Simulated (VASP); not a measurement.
# CrO2 (P4_2/mnm) in VASP: single point with PBE

Aim: the single point of CrO2 with PBE.

Program: VASP 6.6.1. These are calculated values, not measurements. Logs are shortened: lines on timing, memory, paths and dates and some standing lists are left out, and cuts for length are marked.

## 1. The cell of the first run

It takes space group P4_2/mnm (No. 136, tetragonal). Conventional cell: a = 4.444 Å, b = 4.444 Å, c = 2.921 Å, α = 90.00°, β = 90.00°, γ = 90.00°. Within 2.5 Å of Cr (site symmetry mmm) lie 6 O at 1.91 Å. Within 2.5 Å of O (site symmetry m2m) lie 3 Cr at 1.91 Å and 1 O at 2.47 Å.

## 2. Single point, PBE, collinear spin, ferromagnetic start

INCAR reads:

```
PREC = Accurate ; ENCUT = 600
EDIFF = 1E-6 ; ISMEAR = 0
SIGMA = 0.1 ; LREAL = False
LASPH = True ; NELM = 200
ALGO = Normal ; ISIF = 2
LWAVE = False ; LCHARG = True
ISPIN = 2 ; MAGMOM = 1.9 1.9 0 0 0 0
LORBIT = 11 ; LMAXMIX = 4
GGA = PE ; LELF = True
LVHAR = True ; NBANDS = 39
GGA_COMPAT = False
```

KPOINTS reads:

```
Automatic mesh
0
Gamma
  8 8 12
```

POSCAR reads:

```
CrO2
1.0
    4.4443458138      0.0000000000      0.0000000000
    0.0000000000      4.4443458138      0.0000000000
    0.0000000000      0.0000000000      2.9209943656
Cr O
2 4
Direct
    0.0000000000      0.0000000000      0.0000000000
    0.5000000000      0.5000000000      0.5000000000
    0.3035937220      0.3035937220      0.0000000000
    0.1964062780      0.8035937220      0.5000000000
    0.6964062780      0.6964062780      0.0000000000
    0.8035937220      0.1964062780      0.5000000000
```

Potentials or basis: VASP PAW PBE potentials, release 64 (Cr_sv, O).

On the command line:

```console
$ cat potpaw_PBE.64/Cr_sv/POTCAR potpaw_PBE.64/O/POTCAR > POTCAR
$ mpirun -np 1 vasp_std > vasp.out
```

OUTCAR:

```text
PREC = Accurate
   ENCUT = 600
   EDIFF = 1E-6
   ISMEAR = 0
   LREAL = False
   LASPH = True
   NELM = 200
   ISIF = 2
   ISPIN = 2
   LORBIT = 11
   GGA = PE

 ion  position               nearest neighbor table
   1  0.000  0.000  0.000-   3 1.91   5 1.91   4 1.91   6 1.91   4 1.91   6 1.91
   2  0.500  0.500  0.500-   4 1.91   6 1.91   5 1.91   3 1.91   3 1.91   5 1.91
   3  0.304  0.304  0.000-   1 1.91   2 1.91   2 1.91
   4  0.196  0.804  0.500-   2 1.91   1 1.91   1 1.91
   5  0.696  0.696  0.000-   1 1.91   2 1.91   2 1.91
   6  0.804  0.196  0.500-   2 1.91   1 1.91   1 1.91

  LATTYP: Found a simple tetragonal cell.
 ALAT       =     4.4443458138
 C/A-ratio  =     0.6572383176

  Lattice vectors:

 A1 = (   4.4443458138,   0.0000000000,   0.0000000000)
 A2 = (   0.0000000000,   4.4443458138,   0.0000000000)
 A3 = (   0.0000000000,   0.0000000000,   2.9209943656)

Analysis of symmetry for initial positions (statically):
=====================================================================
 Subroutine PRICEL returns:
 Original cell was already a primitive cell.

 Routine SETGRP: Setting up the symmetry group for a
 simple tetragonal supercell.

 Subroutine GETGRP returns: Found 16 space group operations
 (whereof  8 operations were pure point group operations)
 out of a pool of 16 trial point group operations.

The static configuration has the point symmetry D_2h.
 The point group associated with its full space group is D_4h.

Analysis of symmetry for dynamics (positions and initial velocities):
=====================================================================
 Subroutine PRICEL returns:
 Original cell was already a primitive cell.

 Routine SETGRP: Setting up the symmetry group for a
 simple tetragonal supercell.

 Subroutine GETGRP returns: Found 16 space group operations
 (whereof  8 operations were pure point group operations)
 out of a pool of 16 trial point group operations.

The dynamic configuration has the point symmetry D_2h.
 The point group associated with its full space group is D_4h.

Analysis of structural, dynamic, and magnetic symmetry:
=====================================================================
 Subroutine PRICEL returns:
 Original cell was already a primitive cell.

 Routine SETGRP: Setting up the symmetry group for a
 simple tetragonal supercell.

 Subroutine GETGRP returns: Found 16 space group operations
 (whereof  8 operations were pure point group operations)
 out of a pool of 16 trial point group operations.

The overall configuration has the point symmetry D_2h.
 The point group associated with its full space group is D_4h.

 Subroutine INISYM returns: Found 16 space group operations
 (whereof  8 operations are pure point group operations),
 and found     1 'primitive' translations

----------------------------------------------------------------------------------------

                                     Primitive cell

  volume of cell :      57.6961

  direct lattice vectors                    reciprocal lattice vectors
     4.444345814  0.000000000  0.000000000     0.225004993  0.000000000  0.000000000
     0.000000000  4.444345814  0.000000000     0.000000000  0.225004993  0.000000000
     0.000000000  0.000000000  2.920994366     0.000000000  0.000000000  0.342349171

  length of vectors
     4.444345814  4.444345814  2.920994366     0.225004993  0.225004993  0.342349171

  position of ions in fractional coordinates (direct lattice)
     0.000000000  0.000000000  0.000000000
     0.500000000  0.500000000  0.500000000
     0.303593722  0.303593722  0.000000000
     0.196406278  0.803593722  0.500000000
     0.696406278  0.696406278  0.000000000
     0.803593722  0.196406278  0.500000000

  ion indices of the primitive-cell ions
   primitive index   ion index
                 1           1
                 2           2
                 3           3
                 4           4
                 5           5
                 6           6

----------------------------------------------------------------------------------------

 KPOINTS: Automatic mesh

Automatic generation of k-mesh.
 Grid dimensions read from file:
 generate k-points for:    8    8   12

 Generating k-lattice:

  Cartesian coordinates                     Fractional coordinates (reciprocal lattice)
     0.028125624  0.000000000  0.000000000     0.125000000  0.000000000  0.000000000
     0.000000000  0.028125624  0.000000000     0.000000000  0.125000000  0.000000000
     0.000000000  0.000000000  0.028529098     0.000000000  0.000000000  0.083333333

  Length of vectors
     0.028125624  0.028125624  0.028529098

  Shift w.r.t. Gamma in fractional coordinates (k-lattice)
     0.000000000  0.000000000  0.000000000

 Subroutine IBZKPT returns following result:
 ===========================================

 Found    105 irreducible k-points:

 Following reciprocal coordinates:
            Coordinates               Weight
  0.000000  0.000000  0.000000      1.000000
  0.125000  0.000000  0.000000      4.000000
  0.250000  0.000000  0.000000      4.000000
  0.375000  0.000000  0.000000      4.000000
  0.500000  0.000000  0.000000      2.000000
  0.125000  0.125000  0.000000      4.000000
[... 16 lines left out ...]
  0.375000  0.125000  0.083333     16.000000
  0.500000  0.125000  0.083333      8.000000
 [... further k-points ...]
   k-points           NKPTS =    105   k-points in BZ     NKDIM =    105   number of bands    NBANDS=     39
   number of dos      NEDOS =    301   number of ions     NIONS =      6
   total plane-waves  NPLWV =  31104
   dimension x,y,z NGX =    36 NGY =   36 NGZ =   24
   dimension x,y,z NGXF=    72 NGYF=   72 NGZF=   48
   ions per type =               2   4
   NGX,Y,Z   is equivalent  to a cutoff of  13.47, 13.47, 13.66 a.u.
   NGXF,Y,Z  is equivalent  to a cutoff of  26.93, 26.93, 27.32 a.u.
 SYSTEM =  unknown system
   PREC   = accura    normal or accurate (medium, high low for compatibility)
   ISTART =      0    job   : 0-new  1-cont  2-samecut
   ICHARG =      2    charge: 1-file 2-atom 10-const
   ISPIN  =      2    spin polarized calculation?
   LNONCOLLINEAR =      F non collinear calculations
   LSORBIT =      F    spin-orbit coupling
   LASPH  =      T    aspherical Exc in radial PAW
   ENCUT  =  600.0 eV  44.10 Ry    6.64 a.u.   8.88  8.88  5.83*2*pi/ulx,y,z
   NELM   =    200;   NELMIN=  2; NELMDL= -5     # of ELM steps
   EDIFF  = 0.1E-05   stopping-criterion for ELM
   LREAL  =      F    real-space projection
   EDIFFG = 0.1E-04   stopping-criterion for IOM
   NSW    =      0    number of steps for IOM
   IBRION =     -1    ionic relax: 0-MD 1-quasi-New 2-CG
   NFREE  =      0    steps in history (QN), initial steepest desc. (CG)
   ISIF   =      2    stress and relaxation
   ISYM   =      2    0-nonsym 1-usesym 2-fastsym
   POTIM  = 0.5000    time-step for ionic-motion
   TEBEG  =    0.0;   TEEND  =   0.0 temperature during run
   PSTRESS=    0.0 pullay stress
   NELECT =      52.0000    total number of electrons
   NUPDOWN=      -1.0000    fix difference up-down
   EMIN   =  10.00;   EMAX   =-10.00  energy-range for DOS
   EFERMI =   0.00;   METHOD = LEGACY
   ISMEAR =     0;   SIGMA  =   0.10  broadening in eV -4-tet -1-fermi 0-gaus
   EFERMI_NEDOS =   21; number of points for ismear=-14 and -15
   IALGO  =     38    algorithm
   IMIX   =      4    mixing-type and parameters
     AMIX     =   0.40;   BMIX     =  1.00
     AMIX_MAG =   1.60;   BMIX_MAG =  1.00
  volume/ion in A,a.u.               =       9.62        64.89
  Fermi-wavevector in a.u.,A,eV,Ry     =   1.581347  2.988312 34.023517  2.500658
  Thomas-Fermi vector in A             =   2.681436
   LORBIT       =     11    0 simple, 1 ext, 2 COOP (PROOUT), +10 PAW based schemes
   GGA     = PE    functional components
   LHFCALC =     F    Hartree Fock is set to
   AEXX    =    0.0000 exact exchange contribution
   IVDW    =     0    specifies the selected vdW correction
   LEPSILON=     F    determine dielectric tensor
   LRPA    =     F    only Hartree local field effects (RPA)
 spin polarized calculation
 Gauss-broadening in eV      SIGMA  =   0.10
  energy-cutoff  :      600.00
  volume of cell :       57.70
 maximum number of plane-waves:      1952
 NGX is ok and might be reduce to    36
   NGX = 17   NGY = 17   NGZ = 11

 number of electron      51.9999996 magnetization       4.0000047

 Free energy of the ion-electron system (eV)
  ---------------------------------------------------
  ext. energy  EPLUGINS =         0.00000000
  ---------------------------------------------------
  free energy    TOTEN  =       -50.72448365 eV

  energy without entropy =      -50.71806389  energy(sigma->0) =      -50.72127377

 E-fermi :   6.7601     XC(G=0): -11.8612

 val. band max:        6.7446754088   @ k =   0.2500   0.0000   0.3333
 cond. band min:       6.7605215962   @ k =   0.1250   0.1250   0.1667
 fundamental gap:      0.0158461874
 Fermi energy:         6.7600883411

 spin component 1

 k-point     1 :       0.0000    0.0000    0.0000
  band No.  band energies     occupation
      1     -66.7196      1.00000
      2     -66.7145      1.00000
      3     -38.0876      1.00000
      4     -38.0876      1.00000
      5     -37.9716      1.00000
      6     -37.9716      1.00000
[... 30 lines left out ...]
     37      17.5453      0.00000
     38      20.5036      0.00000

 k-point     2 :       0.1250    0.0000    0.0000
  band No.  band energies     occupation
      1     -66.7194      1.00000
      2     -66.7147      1.00000
      3     -38.0870      1.00000
      4     -38.0870      1.00000
      5     -37.9723      1.00000
      6     -37.9722      1.00000
[... 30 lines left out ...]
     37      17.6490      0.00000
     38      20.4683      0.00000
[... 859 lines left out ...]
     37      18.7522      0.00000
     38      20.0365      0.00000

 k-point    24 :       0.5000    0.1250    0.0833
  band No.  band energies     occupation
      1     -66.7162      1.00000
      2     -66.7162      1.00000
      3     -38.0832      1.00000
      4     -38.0832      1.00000
      5     -37.9741      1.00000
      6     -37.9741      1.00000
[... 30 lines left out ...]
     37      19.4163      0.00000
     38      19.4163      0.00000

 [... further k-points ...]

 spin component 2

 k-point     1 :       0.0000    0.0000    0.0000
  band No.  band energies     occupation
      1     -64.4602      1.00000
      2     -64.4543      1.00000
      3     -36.0721      1.00000
      4     -36.0721      1.00000
      5     -35.7270      1.00000
      6     -35.7270      1.00000
[... 30 lines left out ...]
     37      17.9704      0.00000
     38      21.2410      0.00000

 k-point     2 :       0.1250    0.0000    0.0000
  band No.  band energies     occupation
      1     -64.4600      1.00000
      2     -64.4545      1.00000
      3     -36.0718      1.00000
      4     -36.0717      1.00000
      5     -35.7274      1.00000
      6     -35.7274      1.00000
[... 30 lines left out ...]
     37      18.0833      0.00000
     38      21.2143      0.00000
[... 859 lines left out ...]
     37      19.2236      0.00000
     38      20.6082      0.00000

 k-point    24 :       0.5000    0.1250    0.0833
  band No.  band energies     occupation
      1     -64.4563      1.00000
      2     -64.4563      1.00000
      3     -36.0698      1.00000
      4     -36.0698      1.00000
      5     -35.7270      1.00000
      6     -35.7270      1.00000
[... 30 lines left out ...]
     37      19.9309      0.00000
     38      19.9309      0.00000

 [... further k-points ...]

 [bands above 38 left out]

------------------------ aborting loop because EDIFF is reached ----------------------------------------

  FORCE on cell =-STRESS in cart. coord.  units (eV):
  Direction    XX          YY          ZZ          XY          YZ          ZX
  --------------------------------------------------------------------------------------
  -------------------------------------------------------------------------------------
  Total       -0.6059750     -0.6059750     -0.5866987      0.0000000      0.0000000      0.0000000
  in kB      -16.8274717    -16.8274717    -16.2921830      0.0000000      0.0000000      0.0000000
  external PRESSURE =     -16.6490422 kB  Pullay stress =       0.0000000 kB

 VOLUME and BASIS-vectors are now :
 -----------------------------------------------------------------------------
  energy-cutoff  :      600.00
  volume of cell :       57.70
      direct lattice vectors                 reciprocal lattice vectors
     4.444345814  0.000000000  0.000000000     0.225004993  0.000000000  0.000000000
     0.000000000  4.444345814  0.000000000     0.000000000  0.225004993  0.000000000
     0.000000000  0.000000000  2.920994366     0.000000000  0.000000000  0.342349171

 POSITION                                       TOTAL-FORCE (eV/Angst)
 -----------------------------------------------------------------------------------
      0.00000      0.00000      0.00000         0.000000     -0.000000      0.000000
      2.22217      2.22217      1.46050         0.000000     -0.000000      0.000000
      1.34928      1.34928      0.00000        -0.004696     -0.004696      0.000000
      0.87290      3.57145      1.46050         0.004696     -0.004696      0.000000
      3.09507      3.09507      0.00000         0.004696      0.004696      0.000000
      3.57145      0.87290      1.46050        -0.004696      0.004696      0.000000
 -----------------------------------------------------------------------------------
    total drift:                                0.000000      0.000000      0.000000

  FREE ENERGIE OF THE ION-ELECTRON SYSTEM (eV)
  ---------------------------------------------------
  free  energy   TOTEN  =       -50.7244836541 eV

  energy  without entropy=      -50.7180638861  energy(sigma->0) =      -50.72127377

 total charge

# of ion       s       p       d       tot
------------------------------------------
    1        2.149   6.049   3.358  11.555
    2        2.149   6.049   3.358  11.555
    3        1.568   3.464   0.000   5.032
    4        1.568   3.464   0.000   5.032
    5        1.568   3.464   0.000   5.032
    6        1.568   3.464   0.000   5.032
--------------------------------------------------
tot         10.569  25.954   6.715  43.238

 magnetization (x)

# of ion       s       p       d       tot
------------------------------------------
    1        0.012   0.012   1.927   1.952
    2        0.012   0.012   1.927   1.952
    3       -0.003  -0.073   0.000  -0.076
    4       -0.003  -0.073   0.000  -0.076
    5       -0.003  -0.073   0.000  -0.076
    6       -0.003  -0.073   0.000  -0.076
--------------------------------------------------
tot          0.014  -0.269   3.855   3.600
```

Run time: 11 min. Hardware: 1 thread of AMD EPYC 9R14 (Zen 4), shared host; peak memory 0.45 GiB.

What came out:

* Free energy: -50.7245 eV
* Pressure: -1.7 GPa
* Largest force: 0.007 eV/Å
* Band gap on the k mesh: zero (filled and empty bands overlap)
* Net moment: 4.00 μB per cell
* Site moments: Cr +1.95; O -0.08 μB
* Valence electrons inside the program's atomic spheres: Cr 11.55; O 5.03

Forces on the atoms (eV/Å):
```
Cr   0.000  0.000  0.000
Cr   0.000  0.000  0.000
O   -0.005 -0.005  0.000
O    0.005 -0.005  0.000
O    0.005  0.005  0.000
O   -0.005  0.005  0.000
```

Caveat: semilocal functionals often make such compounds metallic where correlation or magnetic order opens a gap, which also shifts bond lengths; only a ferromagnetic start was run, and an antiferromagnetic order may lie lower in energy. With open d or f shells a metallic result of PBE can be an artefact of self-interaction; +U or a hybrid may open a gap.
